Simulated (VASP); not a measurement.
# Ti2Al6H in VASP: single point with PBE+D3(BJ)

Aim: the single point of Ti2Al6H with PBE+D3(BJ).

Everything below comes from runs of VASP 6.6.1. Logs are shortened: lines on timing, memory, paths and dates and some standing lists are left out, and cuts for length are marked.

### 1 The cell of the first run

The cell holds a slab with vacuum, 9 atoms: a = 5.024 Å, b = 5.024 Å, c = 21.119 Å, α = 90.00°, β = 90.00°, γ = 64.55°.

### 2 Single point, PBE+D3(BJ)

Contents of INCAR:

```
SYSTEM = Ti2Al6H
  ALGO = Normal
  DIPOL = 0.5 0.5 0.313
  EDIFF = 1E-6
  ENCUT = 520
  GGA = PE
  IDIPOL = 3
  ISIF = 2
  ISMEAR = 0
  IVDW = 12
  LASPH = .True.
  LCHARG = .False.
  LDIPOL = .True.
  LREAL = .False.
  LWAVE = .False.
  NBANDS = 32
  NELM = 100
  PREC = Accurate
  SIGMA = 0.1
```

Contents of KPOINTS:

```
k-points
0
Gamma
  6 6 1
  0 0 0
```

Contents of POSCAR:

```
Ti2Al6H
1.0
    5.0241861184      0.0000000000      0.0000000000
    2.1588814492      4.5367033229      0.0000000000
    0.0000000000      0.0000000000     21.1187114590
Al Ti H
6 2 1
Direct
    0.5000000000      0.0000000000      0.1894054951
    0.0000000000      0.5000000000      0.1894054951
    0.0000000000      0.0000000000      0.2529248171
    0.0000000000      0.5000000000      0.3208670637
    0.5000000000      0.0000000000      0.3208670637
    0.5000000000      0.5000000000      0.3844321409
    0.5000000000      0.5000000000      0.2529248171
    0.0000000000      0.0000000000      0.3814982025
    0.5000000000      0.8333333333      0.5264862622
```

Potentials or basis: VASP PAW PBE potentials, release 64 (Al, Ti_sv, H).

Started as:

```sh
> cat potpaw_PBE.64/Al/POTCAR potpaw_PBE.64/Ti_sv/POTCAR potpaw_PBE.64/H/POTCAR > POTCAR
> mpirun -np 1 vasp_std > vasp.out
```

OUTCAR:

```text
SYSTEM = Ti2Al6H
   EDIFF = 1E-6
   ENCUT = 520
   GGA = PE
   ISIF = 2
   ISMEAR = 0
   IVDW = 12
   LASPH = .True.
   LREAL = .False.
   NELM = 100
   PREC = Accurate
 IVDW          = 12

 ion  position               nearest neighbor table
   1  0.500  0.000  0.189-   2 2.68   2 2.68   5 2.78   7 2.85   7 2.85   3 2.85   3 2.85
   2  0.000  0.500  0.189-   1 2.68   1 2.68   4 2.78   3 2.85   3 2.85   7 2.85   7 2.85
   3  0.000  0.000  0.253-   7 2.68   7 2.68   8 2.72   2 2.85   2 2.85   1 2.85   1 2.85   4 2.89
                             4 2.89   5 2.89   5 2.89
   4  0.000  0.500  0.321-   5 2.68   5 2.68   2 2.78   8 2.82   8 2.82   6 2.85   6 2.85   3 2.89
                             3 2.89   7 2.89   7 2.89
   5  0.500  0.000  0.321-   4 2.68   4 2.68   1 2.78   8 2.82   8 2.82   6 2.85   6 2.85   7 2.89
                             7 2.89   3 2.89   3 2.89
   6  0.500  0.500  0.384-   8 2.68   8 2.68   7 2.78   5 2.85   5 2.85   4 2.85   4 2.85
   7  0.500  0.500  0.253-   3 2.68   3 2.68   6 2.78   1 2.85   1 2.85   2 2.85   2 2.85   5 2.89
                             5 2.89   4 2.89   4 2.89
   8  0.000  0.000  0.381-   6 2.68   6 2.68   3 2.72   4 2.82   4 2.82   5 2.82   5 2.82
   9  0.500  0.833  0.526-

  LATTYP: Found a base centered orthorhombic cell.
 ALAT       =     5.3657849274
 B/A-ratio  =     1.5833231878
 C/A-ratio  =     3.9358102765

  Lattice vectors:

 A1 = (  -2.1588814492,  -4.5367033229,   0.0000000000)
 A2 = (   5.0241861184,   0.0000000000,   0.0000000000)
 A3 = (   0.0000000000,   0.0000000000,  21.1187114590)

Analysis of symmetry for initial positions (statically):
=====================================================================
 Subroutine PRICEL returns:
 Original cell was already a primitive cell.

 Routine SETGRP: Setting up the symmetry group for a
 base centered orthorhombic supercell.

 Subroutine GETGRP returns: Found  1 space group operations
 (whereof  1 operations were pure point group operations)
 out of a pool of  8 trial point group operations.

The static configuration has the point symmetry C_1 .

Analysis of symmetry for dynamics (positions and initial velocities):
=====================================================================
 Subroutine PRICEL returns:
 Original cell was already a primitive cell.

 Routine SETGRP: Setting up the symmetry group for a
 base centered orthorhombic supercell.

 Subroutine GETGRP returns: Found  1 space group operations
 (whereof  1 operations were pure point group operations)
 out of a pool of  8 trial point group operations.

The dynamic configuration has the point symmetry C_1 .

 Subroutine INISYM returns: Found  1 space group operations
 (whereof  1 operations are pure point group operations),
 and found     1 'primitive' translations

----------------------------------------------------------------------------------------

                                     Primitive cell

  volume of cell :     481.3639

  direct lattice vectors                    reciprocal lattice vectors
     5.024186118  0.000000000  0.000000000     0.199037212 -0.094715858  0.000000000
     2.158881449  4.536703323  0.000000000     0.000000000  0.220424376  0.000000000
     0.000000000  0.000000000 21.118711459     0.000000000  0.000000000  0.047351374

  length of vectors
     5.024186118  5.024186118 21.118711459     0.220424376  0.220424376  0.047351374

  position of ions in fractional coordinates (direct lattice)
     0.500000000  0.000000000  0.189405495
     0.000000000  0.500000000  0.189405495
     0.000000000  0.000000000  0.252924817
     0.000000000  0.500000000  0.320867064
     0.500000000  0.000000000  0.320867064
     0.500000000  0.500000000  0.384432141
     0.500000000  0.500000000  0.252924817
     0.000000000  0.000000000  0.381498202
     0.500000000  0.833333333  0.526486262

  ion indices of the primitive-cell ions
   primitive index   ion index
                 1           1
                 2           2
                 3           3
                 4           4
                 5           5
                 6           6
                 7           7
                 8           8
                 9           9

----------------------------------------------------------------------------------------

 KPOINTS: k-points

Automatic generation of k-mesh.
 Grid dimensions read from file:
 generate k-points for:    6    6    1

 Generating k-lattice:

  Cartesian coordinates                     Fractional coordinates (reciprocal lattice)
     0.033172869 -0.015785976  0.000000000     0.166666667  0.000000000  0.000000000
     0.000000000  0.036737396  0.000000000     0.000000000  0.166666667  0.000000000
     0.000000000  0.000000000  0.047351374     0.000000000  0.000000000  1.000000000

  Length of vectors
     0.036737396  0.036737396  0.047351374

  Shift w.r.t. Gamma in fractional coordinates (k-lattice)
     0.000000000  0.000000000  0.000000000

 Subroutine IBZKPT returns following result:
 ===========================================

 Found     20 irreducible k-points:

 Following reciprocal coordinates:
            Coordinates               Weight
  0.000000  0.000000  0.000000      1.000000
  0.166667 -0.000000  0.000000      2.000000
  0.000000 -0.166667  0.000000      2.000000
  0.333333 -0.000000  0.000000      2.000000
  0.000000 -0.333333  0.000000      2.000000
  0.500000 -0.000000  0.000000      1.000000
[... 12 lines left out ...]
 -0.333333  0.333333  0.000000      2.000000
  0.500000  0.500000  0.000000      1.000000
   k-points           NKPTS =     20   k-points in BZ     NKDIM =     20   number of bands    NBANDS=     32
   number of dos      NEDOS =    301   number of ions     NIONS =      9
   total plane-waves  NPLWV = 256000
   dimension x,y,z NGX =    40 NGY =   40 NGZ =  160
   dimension x,y,z NGXF=    80 NGYF=   80 NGZF=  320
   ions per type =               6   2   1
   NGX,Y,Z   is equivalent  to a cutoff of  13.24, 13.24, 12.60 a.u.
   NGXF,Y,Z  is equivalent  to a cutoff of  26.47, 26.47, 25.19 a.u.
 SYSTEM =  Ti2Al6H
   PREC   = accura    normal or accurate (medium, high low for compatibility)
   ISTART =      0    job   : 0-new  1-cont  2-samecut
   ICHARG =      2    charge: 1-file 2-atom 10-const
   ISPIN  =      1    spin polarized calculation?
   LNONCOLLINEAR =      F non collinear calculations
   LSORBIT =      F    spin-orbit coupling
   LASPH  =      T    aspherical Exc in radial PAW
   ENCUT  =  520.0 eV  38.22 Ry    6.18 a.u.   9.34  9.34 39.27*2*pi/ulx,y,z
   NELM   =    100;   NELMIN=  2; NELMDL= -5     # of ELM steps
   EDIFF  = 0.1E-05   stopping-criterion for ELM
   LREAL  =      F    real-space projection
   EDIFFG = 0.1E-04   stopping-criterion for IOM
   NSW    =      0    number of steps for IOM
   IBRION =     -1    ionic relax: 0-MD 1-quasi-New 2-CG
   NFREE  =      0    steps in history (QN), initial steepest desc. (CG)
   ISIF   =      2    stress and relaxation
   ISYM   =      2    0-nonsym 1-usesym 2-fastsym
   POTIM  = 0.5000    time-step for ionic-motion
   TEBEG  =    0.0;   TEEND  =   0.0 temperature during run
   PSTRESS=    0.0 pullay stress
   NELECT =      43.0000    total number of electrons
   NUPDOWN=      -1.0000    fix difference up-down
   EMIN   =  10.00;   EMAX   =-10.00  energy-range for DOS
   EFERMI =   0.00;   METHOD = LEGACY
   ISMEAR =     0;   SIGMA  =   0.10  broadening in eV -4-tet -1-fermi 0-gaus
   EFERMI_NEDOS =   21; number of points for ismear=-14 and -15
   IALGO  =     38    algorithm
   IMIX   =      4    mixing-type and parameters
     AMIX     =   0.40;   BMIX     =  1.00
     AMIX_MAG =   1.60;   BMIX_MAG =  1.00
  volume/ion in A,a.u.               =      53.48       360.93
  Fermi-wavevector in a.u.,A,eV,Ry     =   0.731824  1.382946  7.286817  0.535566
  Thomas-Fermi vector in A             =   1.824136
   LORBIT       =      0    0 simple, 1 ext, 2 COOP (PROOUT), +10 PAW based schemes
   GGA     = PE    functional components
   LHFCALC =     F    Hartree Fock is set to
   AEXX    =    0.0000 exact exchange contribution
   IVDW    =    12    specifies the selected vdW correction
   LEPSILON=     F    determine dielectric tensor
   LRPA    =     F    only Hartree local field effects (RPA)
 non-spin polarized calculation
 Gauss-broadening in eV      SIGMA  =   0.10
  energy-cutoff  :      520.00
  volume of cell :      481.36
 maximum number of plane-waves:     13000
 NGX is ok and might be reduce to    40
   NGX = 19   NGY = 19   NGZ = 79

 dipolmoment           0.000000      0.000000     -0.127710 electrons x Angstroem

 number of electron      43.0000002 magnetization

 dipolmoment           0.000000      0.000000      0.246739 electrons x Angstroem

 Free energy of the ion-electron system (eV)
  ---------------------------------------------------
  ext. energy  EPLUGINS =         0.00000000
  ---------------------------------------------------
  free energy    TOTEN  =       -36.99634346 eV

  energy without entropy =      -36.96215512  energy(sigma->0) =      -36.97924929

 E-fermi :  -1.4378     XC(G=0):  -4.1025

 val. band max:       -1.4544256958   @ k =   0.1667   0.1667   0.0000
 cond. band min:      -1.4229725666   @ k =   0.1667  -0.0000   0.0000
 fundamental gap:      0.0314531291
 Fermi energy:        -1.4378051558

 k-point     1 :       0.0000    0.0000    0.0000
  band No.  band energies     occupation
      1     -58.4314      2.00000
      2     -58.0350      2.00000
      3     -34.8558      2.00000
      4     -34.7065      2.00000
      5     -34.5672      2.00000
      6     -34.4422      2.00000
[... 24 lines left out ...]
     31       1.1424      0.00000
     32       1.3985      0.00000
[... 634 lines left out ...]
      2     -58.0350      2.00000
      3     -34.8556      2.00000
      4     -34.7076      2.00000
      5     -34.5676      2.00000
      6     -34.4419      2.00000
[... 24 lines left out ...]
     31       1.8021      0.00000
     32       1.9202      0.00000

------------------------ aborting loop because EDIFF is reached ----------------------------------------

 vacuum level on the upper side and lower side of the slab       (xc-potential included)         0.802        -1.102

 Edisp (eV)   -2.02475

 E8    (eV) :    -0.9640

  FORCE on cell =-STRESS in cart. coord.  units (eV):
  Direction    XX          YY          ZZ          XY          YZ          ZX
  --------------------------------------------------------------------------------------
  -------------------------------------------------------------------------------------
  Total      -4.97311    -2.97814    -4.00126    -1.85357    -0.29602    -0.50655
  in kB     -16.55255    -9.91247   -13.31783    -6.16944    -0.98527    -1.68600
  external pressure =      -13.26 kB  Pullay stress =        0.00 kB

 VOLUME and BASIS-vectors are now :
 -----------------------------------------------------------------------------
  energy-cutoff  :      520.00
  volume of cell :      481.36
      direct lattice vectors                 reciprocal lattice vectors
     5.024186118  0.000000000  0.000000000     0.199037212 -0.094715858  0.000000000
     2.158881449  4.536703323  0.000000000     0.000000000  0.220424376  0.000000000
     0.000000000  0.000000000 21.118711459     0.000000000  0.000000000  0.047351374

 POSITION                                       TOTAL-FORCE (eV/Angst)
 -----------------------------------------------------------------------------------
      2.51209      0.00000      4.00000         0.005299     -0.057412      0.507554
      1.07944      2.26835      4.00000        -0.044111      0.019690      0.525278
      0.00000      0.00000      5.34145        -0.013835      0.012372     -0.566498
      1.07944      2.26835      6.77630         0.046821     -0.006631      0.036061
      2.51209      0.00000      6.77630         0.003267      0.023291     -0.096964
      3.59153      2.26835      8.11871         0.023285      0.076609      0.282073
      3.59153      2.26835      5.34145         0.037102      0.056225     -0.452448
      0.00000      0.00000      8.05675         0.117959     -0.043721      0.628830
      4.31116      3.78059     11.11871        -0.175786     -0.080423     -0.863886
 -----------------------------------------------------------------------------------
    total drift:                                0.000029      0.000082     -0.000108

  FREE ENERGIE OF THE ION-ELECTRON SYSTEM (eV)
  ---------------------------------------------------
  free  energy   TOTEN  =       -39.0210971703 eV

  energy  without entropy=      -38.9869088233  energy(sigma->0) =      -39.00400300

 vacuum level on the upper side and lower side of the slab         4.590         2.634
```

Wall time 12 min (1 thread of Intel Xeon Platinum 8259CL at 2.50GHz (Skylake/Cascade Lake), shared host); peak memory 0.69 GiB.

What came out:

* Free energy: -39.0211 eV
* Largest force: 0.885 eV/Å
* Dispersion energy per atom: -0.225 eV

Forces in eV/Å, atoms in the order of the input:
```
Al   0.005 -0.057  0.508
Al  -0.044  0.020  0.525
Al  -0.014  0.012 -0.566
Al   0.047 -0.007  0.036
Al   0.003  0.023 -0.097
Al   0.023  0.077  0.282
Ti   0.037  0.056 -0.452
Ti   0.118 -0.044  0.629
H   -0.176 -0.080 -0.864
```

Levels at points of the mesh, in eV from the Fermi level:
| k point | band 18 | band 19 | band 20 | band 21 | band 22 | band 23 | band 24 | band 25 |
| --- | --- | --- | --- | --- | --- | --- | --- | --- |
| (0.00, 0.00, 0.00) | -1.10 | -1.09 | -1.03 | -0.44 | -0.24 | -0.16 | 0.56 | 0.83 |
| (0.50, 0.00, 0.00) | -0.78 | -0.64 | -0.27 | -0.10 | 0.17 | 0.27 | 0.78 | 0.95 |
| (0.00, 0.50, 0.00) | -0.69 | -0.63 | -0.29 | -0.12 | -0.02 | 0.28 | 0.78 | 0.94 |
| (0.50, 0.50, 0.00) | -0.84 | -0.36 | -0.34 | 0.18 | 0.27 | 0.52 | 0.56 | 0.65 |
